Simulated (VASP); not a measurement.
A run of VASP 6.6.1:

Contents of POSCAR:

```
SnTe
1.0
    2.2602232015      1.3049404738      3.7720118794
   -2.2602232015      1.3049404738      3.7720118794
    0.0000000000     -2.6098809477      3.7720118794
Sn Te
1 1
Direct
    1.0004730313      1.0004730313      1.0004730313
    0.5205269687      0.5205269687      0.5205269687
```

INCAR.step1

```
  PREC = Accurate
  ENCUT = 600
  ISMEAR = -1
  SIGMA = 0.02
  LREAL = F
  LASPH = T
  NELM = 80
  GGA = PE
  ALGO = Normal
  EDIFF = 1E-4
  LWAVE = T
  LCHARG = F
```

Contents of INCAR.step2:

```
  PREC = Accurate
  ENCUT = 600
  EDIFF = 1E-6
  ISMEAR = -1
  SIGMA = 0.02
  LREAL = F
  LASPH = T
  NELM = 80
  ALGO = Normal
  ISIF = 3
  LWAVE = F
  LCHARG = F
  METAGGA = R2SCAN
  LMIXTAU = T
  IBRION = 2
  NSW = 80
  EDIFFG = -0.005
  ISTART = 1
```

The input KPOINTS:

```
regular mesh
0
Gamma
  6 6 6
```

Potentials or basis: VASP PAW PBE potentials, release 64 (Sn_d, Te).

Launch:

```sh
$ cat potpaw_PBE.64/Sn_d/POTCAR potpaw_PBE.64/Te/POTCAR > POTCAR
$ cp INCAR.step1 INCAR
$ mpirun -np 1 vasp_std > vasp.out
$ cp INCAR.step2 INCAR
$ mpirun -np 1 vasp_std > vasp.out
```

Hardware: 1 thread of Intel(R) Xeon(R) Platinum 8488C (Sapphire Rapids) (shared host).

Question: How long does it take, and how much memory?

Answer: Run time: 27 min on 1 thread of Intel(R) Xeon(R) Platinum 8488C (Sapphire Rapids) (shared host), peak memory 0.28 GiB. Counts: k points 32, ion steps 12.
